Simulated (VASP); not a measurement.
Runs of VASP 6.6.1 on Sc. The structure is that of space group Fm-3m (No. 225), or close to it. The cells are those of the table. 

| cell | gap on the mesh (eV) | pressure (GPa) |
| --- | --- | --- |
| a = 3.142 Å, angles 60.0°, 1 atom | none | (b) |
| a = 3.175 Å, angles 60.0°, 1 atom | none | (a) |
| a = 3.207 Å, angles 60.0°, 1 atom | none | 0.6 |
| a = 3.238 Å, angles 60.0°, 1 atom | none | -1.0 |
| a = 3.269 Å, angles 60.0°, 1 atom | none | -2.4 |

Alike in all rows: task single point; level PBEsol; potentials or basis VASP PAW PBE potentials, release 64 (Sc_sv); no spin polarisation; k mesh 11 × 11 × 11; cutoff (eV) 520; smearing methfessel-paxton 0.15 eV.

Estimate the missing entries.

(a) 2.4; (b) 4.4.

Caveats: the PAW data sets were made with another functional, which shifts forces and pressure a little.

A gap of «none» marks levels without a gap at the run's occupations.
